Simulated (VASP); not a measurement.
## PbSe: single point with PBE

PbSe:

```xyz
2
Lattice="-0.0306 3.0468 3.0468 3.0468 -0.0306 3.0468 3.0468 3.0468 -0.0306" Properties=species:S:1:pos:R:3 pbc="T T T"
Pb    0.0000    0.0000    0.0000
Se    3.0315    3.0315    3.0315
```

This cell differs from its parent crystal: equal xy, yz and zx shear strains of -1 %.

| Item | Value |
| --- | --- |
| Program | VASP 6.6.1 |
| Task | single point |
| Functional | PBE |
| Potentials or basis | VASP PAW PBE potentials, release 64 (Pb_d, Se) |
| Cutoff | 520 eV |
| k mesh | 9 × 9 × 9 |
| Occupations | fermi-dirac, width 0.01 eV |
| Spin | no spin polarisation |

| Quantity | Value |
| --- | --- |
| Pressure | 2.3 GPa |
| Band gap on the k mesh | 0.60 eV, indirect (least direct gap 0.68 eV) |

Stress tensor (GPa, compression positive):
```
2.31 0.17 0.17
0.17 2.31 0.17
0.17 0.17 2.31
```

Levels at points of the mesh, in eV from the valence-band top:
| k point | band 6 | band 7 | band 8 | band 9 | band 10 | band 11 | band 12 | band 13 | band 14 | band 15 |
| --- | --- | --- | --- | --- | --- | --- | --- | --- | --- | --- |
| (0.00, 0.00, 0.00) | -13.42 | -6.15 | -1.75 | -1.75 | -1.63 | 4.85 | 4.88 | 4.88 | 6.61 | 6.61 |

It took 50 s on 1 thread of Intel(R) Xeon(R) Platinum 8488C (Sapphire Rapids), on a shared host, peak memory 0.23 GiB.

Caveat: the cell differs from its parent crystal (equal xy, yz and zx shear strains of -1 %); spin-orbit coupling is left out, which moves the levels of the heavy elements. A k mesh can miss the band edges.
